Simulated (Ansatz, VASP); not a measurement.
Given: the input of a run of VASP 6.6.1 on C.

File INCAR:

```
SYSTEM = C
PREC = Accurate ; ENCUT = 600
EDIFF = 1E-7 ; ISMEAR = -1
SIGMA = 0.05 ; LREAL = .False.
LASPH = .True. ; NELM = 60
ALGO = Normal ; ISIF = 3
LWAVE = .False. ; LCHARG = .False.
IBRION = 2 ; NSW = 60
EDIFFG = -0.01
```

File KPOINTS:

```
regular mesh
0
Gamma
  13 13 8
  0 0 0
```

The input POSCAR:

```
C
1.0
    2.1273203072     -1.2282824400      0.0000000000
    2.1273203072      1.2282824400      0.0000000000
   -1.3790696309      0.0000000000      3.5028300786
C
2
Direct
    0.1666444700      0.1666444700      0.9999069600
    0.8333555300      0.8333555300      0.0000930400
```

Potentials or basis: VASP PAW LDA potentials, release 64 (C).

The run is started by

```console
$ cat potpaw_LDA.64/C/POTCAR > POTCAR
$ mpirun -np 1 vasp_std > vasp.out
```

Task: Translate it to Ansatz 0.2.0. Potentials there: Ansatz PAW.

Result: As run (the cutoff follows the program's own potentials):

File input.yaml:

```yaml
crystal:
  lattice:
    - [2.1273203072, -1.22828244, 0.0]
    - [2.1273203072, 1.22828244, 0.0]
    - [-1.3790696309, 0.0, 3.5028300786]
  atoms:
    - { symbol: C, position: [0.16664447, 0.16664447, 0.99990696] }
    - { symbol: C, position: [0.83335553, 0.83335553, 9.304e-05] }
hamiltonian:
  xc: lda
  pseudopotentials: { kind: paw }
kpoints:
  mp_grid: { grid: [13, 13, 8] }
scf:
  occupations: { method: fermi_dirac, width: 0.05 }
output:
  forces: true
  stress: true
  eigenvalues: true
relax:
  f_tol: 0.01
  max_steps: 40
  cell: { stress_tol: 0.05 }
```

Potentials or basis: Ansatz PAW.

Command:

```sh
$ ansatz run input.yaml --threads 2 --pin off --max-ram 5632MiB --backend cpu --events-out ev --progress --plain --runs-dir out
```

Both were run:

|  | VASP | Ansatz | Ansatz less VASP |
| --- | --- | --- | --- |
| gap on the k mesh at the Fermi level, each at its own relaxed structure (eV) | 0.68 | 0.73 | +0.053 |
| relaxed volume (Å³/atom) | 8.56 | 8.67 | +0.104 |
| relaxed length of the cell vector where the two differ most in proportion (Å) | 3.583 | 3.632 | +0.0490 |

LDA's correlation is that of Perdew and Zunger in VASP and of Perdew and Wang (1992) in Ansatz.

Noted on Ansatz's run: odd divisions of the mesh miss points on the zone boundary, where band edges often lie, so the gap on the mesh can be too wide; the plane-wave basis is chosen anew once the cell has moved, so the energies of steps on either side of that aren't comparable.
